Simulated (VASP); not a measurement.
# Pt (Fm-3m) in VASP: settings compared, part 2 of 3

VASP 6.6.1. The steps go on from the part before.

## Step 3: Single point, PBE

This run uses another cell than the first one, of 15.67 Å³/atom, 1.060 times its volume.

File INCAR:

```
ALGO = Normal
EDIFF = 1E-6
ENCUT = 520
GGA = PE
ISIF = 2
ISMEAR = -1
LASPH = T
LCHARG = F
LREAL = F
LWAVE = F
NBANDS = 11
NELM = 60
PREC = Accurate
SIGMA = 0.1
```

File KPOINTS:

```
k-points
0
Gamma
  13 13 13
```

File POSCAR:

```
Pt
1.0
    0.0000000000      1.9860260351      1.9860260351
    1.9860260351      0.0000000000      1.9860260351
    1.9860260351      1.9860260351      0.0000000000
Pt
1
Direct
    0.0000000000      0.0000000000      0.0000000000
```

Potentials or basis: VASP PAW PBE potentials, release 64 (Pt).

Command:

```sh
> cat potpaw_PBE.64/Pt/POTCAR > POTCAR
> mpirun -np 1 vasp_std > vasp.out
```

OUTCAR:

```text
EDIFF = 1E-6
   ENCUT = 520
   GGA = PE
   ISIF = 2
   ISMEAR = -1
   LASPH = T
   LREAL = F
   NELM = 60
   PREC = Accurate

 ion  position               nearest neighbor table
   1  0.000  0.000  0.000-

  LATTYP: Found a face centered cubic cell.
 ALAT       =     3.9720520702

  Lattice vectors:

 A1 = (   0.0000000000,   1.9860260351,   1.9860260351)
 A2 = (   1.9860260351,   0.0000000000,   1.9860260351)
 A3 = (   1.9860260351,   1.9860260351,   0.0000000000)

Analysis of symmetry for initial positions (statically):
=====================================================================
 Subroutine PRICEL returns:
 Original cell was already a primitive cell.

 Routine SETGRP: Setting up the symmetry group for a
 face centered cubic supercell.

 Subroutine GETGRP returns: Found 48 space group operations
 (whereof 48 operations were pure point group operations)
 out of a pool of 48 trial point group operations.

The static configuration has the point symmetry O_h .

Analysis of symmetry for dynamics (positions and initial velocities):
=====================================================================
 Subroutine PRICEL returns:
 Original cell was already a primitive cell.

 Routine SETGRP: Setting up the symmetry group for a
 face centered cubic supercell.

 Subroutine GETGRP returns: Found 48 space group operations
 (whereof 48 operations were pure point group operations)
 out of a pool of 48 trial point group operations.

The dynamic configuration has the point symmetry O_h .

 Subroutine INISYM returns: Found 48 space group operations
 (whereof 48 operations are pure point group operations),
 and found     1 'primitive' translations

----------------------------------------------------------------------------------------

                                     Primitive cell

  volume of cell :      15.6670

  direct lattice vectors                    reciprocal lattice vectors
     0.000000000  1.986026035  1.986026035    -0.251759036  0.251759036  0.251759036
     1.986026035  0.000000000  1.986026035     0.251759036 -0.251759036  0.251759036
     1.986026035  1.986026035  0.000000000     0.251759036  0.251759036 -0.251759036

  length of vectors
     2.808664954  2.808664954  2.808664954     0.436059442  0.436059442  0.436059442

  position of ions in fractional coordinates (direct lattice)
     0.000000000  0.000000000  0.000000000

  ion indices of the primitive-cell ions
   primitive index   ion index
                 1           1

----------------------------------------------------------------------------------------

 KPOINTS: k-points

Automatic generation of k-mesh.
 Grid dimensions read from file:
 generate k-points for:   13   13   13

 Generating k-lattice:

  Cartesian coordinates                     Fractional coordinates (reciprocal lattice)
    -0.019366080  0.019366080  0.019366080     0.076923077  0.000000000  0.000000000
     0.019366080 -0.019366080  0.019366080     0.000000000  0.076923077  0.000000000
     0.019366080  0.019366080 -0.019366080     0.000000000  0.000000000  0.076923077

  Length of vectors
     0.033543034  0.033543034  0.033543034

  Shift w.r.t. Gamma in fractional coordinates (k-lattice)
     0.000000000  0.000000000  0.000000000

 Subroutine IBZKPT returns following result:
 ===========================================

 Found     84 irreducible k-points:

 Following reciprocal coordinates:
            Coordinates               Weight
  0.000000  0.000000  0.000000      1.000000
  0.076923  0.000000  0.000000      8.000000
  0.153846  0.000000  0.000000      8.000000
  0.230769  0.000000  0.000000      8.000000
  0.307692  0.000000  0.000000      8.000000
  0.384615  0.000000  0.000000      8.000000
[... 16 lines left out ...]
  0.384615  0.153846  0.000000     24.000000
  0.461538  0.153846  0.000000     24.000000
 [... further k-points ...]
   k-points           NKPTS =     84   k-points in BZ     NKDIM =     84   number of bands    NBANDS=     11
   number of dos      NEDOS =    301   number of ions     NIONS =      1
   total plane-waves  NPLWV =  13824
   dimension x,y,z NGX =    24 NGY =   24 NGZ =   24
   dimension x,y,z NGXF=    48 NGYF=   48 NGZF=   48
   ions per type =               1
   NGX,Y,Z   is equivalent  to a cutoff of  14.21, 14.21, 14.21 a.u.
   NGXF,Y,Z  is equivalent  to a cutoff of  28.41, 28.41, 28.41 a.u.
 SYSTEM =  unknown system
   PREC   = accura    normal or accurate (medium, high low for compatibility)
   ISTART =      0    job   : 0-new  1-cont  2-samecut
   ICHARG =      2    charge: 1-file 2-atom 10-const
   ISPIN  =      1    spin polarized calculation?
   LNONCOLLINEAR =      F non collinear calculations
   LSORBIT =      F    spin-orbit coupling
   LASPH  =      T    aspherical Exc in radial PAW
   ENCUT  =  520.0 eV  38.22 Ry    6.18 a.u.   5.22  5.22  5.22*2*pi/ulx,y,z
   NELM   =     60;   NELMIN=  2; NELMDL= -5     # of ELM steps
   EDIFF  = 0.1E-05   stopping-criterion for ELM
   LREAL  =      F    real-space projection
   EDIFFG = 0.1E-04   stopping-criterion for IOM
   NSW    =      0    number of steps for IOM
   IBRION =     -1    ionic relax: 0-MD 1-quasi-New 2-CG
   NFREE  =      0    steps in history (QN), initial steepest desc. (CG)
   ISIF   =      2    stress and relaxation
   ISYM   =      2    0-nonsym 1-usesym 2-fastsym
   POTIM  = 0.5000    time-step for ionic-motion
   TEBEG  =    0.0;   TEEND  =   0.0 temperature during run
   PSTRESS=    0.0 pullay stress
   NELECT =      10.0000    total number of electrons
   NUPDOWN=      -1.0000    fix difference up-down
   EMIN   =  10.00;   EMAX   =-10.00  energy-range for DOS
   EFERMI =   0.00;   METHOD = LEGACY
   ISMEAR =    -1;   SIGMA  =   0.10  broadening in eV -4-tet -1-fermi 0-gaus
   EFERMI_NEDOS =   21; number of points for ismear=-14 and -15
   IALGO  =     38    algorithm
   IMIX   =      4    mixing-type and parameters
     AMIX     =   0.40;   BMIX     =  1.00
     AMIX_MAG =   1.60;   BMIX_MAG =  1.00
  volume/ion in A,a.u.               =      15.67       105.73
  Fermi-wavevector in a.u.,A,eV,Ry     =   1.409548  2.663660 27.032406  1.986826
  Thomas-Fermi vector in A             =   2.531593
   LORBIT       =      0    0 simple, 1 ext, 2 COOP (PROOUT), +10 PAW based schemes
   GGA     = PE    functional components
   LHFCALC =     F    Hartree Fock is set to
   AEXX    =    0.0000 exact exchange contribution
   IVDW    =     0    specifies the selected vdW correction
   LEPSILON=     F    determine dielectric tensor
   LRPA    =     F    only Hartree local field effects (RPA)
 non-spin polarized calculation
  energy-cutoff  :      520.00
  volume of cell :       15.67
 maximum number of plane-waves:       440
 NGX is ok and might be reduce to    24
   NGX = 11   NGY = 11   NGZ = 11

 number of electron      10.0000002 magnetization

 Free energy of the ion-electron system (eV)
  ---------------------------------------------------
  ext. energy  EPLUGINS =         0.00000000
  ---------------------------------------------------
  free energy    TOTEN  =        -6.12382908 eV

  energy without entropy =       -6.06142420  energy(sigma->0) =       -6.09262664

 E-fermi :  10.5389     XC(G=0): -13.2639

 val. band max:       10.5367115873   @ k =  -0.4615   0.3077   0.0769
 cond. band min:      10.5580592889   @ k =  -0.4615   0.2308   0.0000
 fundamental gap:      0.0213477017
 Fermi energy:        10.5389130527

 k-point     1 :       0.0000    0.0000    0.0000
  band No.  band energies     occupation
      1       0.7526      2.00000
      2       6.9816      2.00000
      3       6.9816      2.00000
      4       6.9816      2.00000
      5       9.0026      2.00000
      6       9.0026      2.00000
      7      25.2873      0.00000
      8      30.0365      0.00000
      9      30.0365      0.00000
     10      30.0365      0.00000
     11      35.2441      0.00000
[... 309 lines left out ...]
 k-point    24 :       0.4615    0.1538    0.0000
  band No.  band energies     occupation
      1       4.2311      2.00000
      2       6.4940      2.00000
      3       7.3388      2.00000
      4       7.6195      2.00000
      5      10.6215      0.60912
      6      11.9769      0.00000
      7      17.8791      0.00000
      8      25.9202      0.00000
      9      27.7548      0.00000
     10      28.6894      0.00000
     11      37.1654      0.00000

 [... further k-points ...]

------------------------ aborting loop because EDIFF is reached ----------------------------------------

  FORCE on cell =-STRESS in cart. coord.  units (eV):
  Direction    XX          YY          ZZ          XY          YZ          ZX
  --------------------------------------------------------------------------------------
  -------------------------------------------------------------------------------------
  Total       -0.0491025     -0.0491025     -0.0491025      0.0000000      0.0000000      0.0000000
  in kB       -5.0214570     -5.0214570     -5.0214570      0.0000000      0.0000000      0.0000000
  external PRESSURE =      -5.0214570 kB  Pullay stress =       0.0000000 kB

 VOLUME and BASIS-vectors are now :
 -----------------------------------------------------------------------------
  energy-cutoff  :      520.00
  volume of cell :       15.67
      direct lattice vectors                 reciprocal lattice vectors
     0.000000000  1.986026035  1.986026035    -0.251759036  0.251759036  0.251759036
     1.986026035  0.000000000  1.986026035     0.251759036 -0.251759036  0.251759036
     1.986026035  1.986026035  0.000000000     0.251759036  0.251759036 -0.251759036

 POSITION                                       TOTAL-FORCE (eV/Angst)
 -----------------------------------------------------------------------------------
      0.00000      0.00000      0.00000        -0.000000     -0.000000      0.000000
 -----------------------------------------------------------------------------------
    total drift:                               -0.000000      0.000000     -0.000000

  FREE ENERGIE OF THE ION-ELECTRON SYSTEM (eV)
  ---------------------------------------------------
  free  energy   TOTEN  =        -6.1238290814 eV

  energy  without entropy=       -6.0614242005  energy(sigma->0) =       -6.09262664
```

stdout:

```text
POSCAR found type information on POSCAR Pt
 POSCAR found :  1 types and       1 ions
 scaLAPACK will be used
 LDA part: xc-table for (Slater+PW92), standard interpolation
 POSCAR, INCAR and KPOINTS ok, starting setup
 FFT: planning ... GRIDC
 FFT: planning ... GRID_SOFT
 FFT: planning ... GRID
 WAVECAR not read
 entering main loop
```

Run time: 15 s. Hardware: 1 thread of Intel Xeon 8259CL, shared host; peak memory 0.15 GiB.

Results:

```
Free energy            : -6.1238 eV
Pressure               : -0.5 GPa
Band gap on the k mesh : zero (band 5 reaches 10.93 eV, above the bottom of band 6 at 8.90 eV)
```

Caveat: spin-orbit coupling is left out, which moves the levels of the heavy elements.

[end of part 2 of 3]
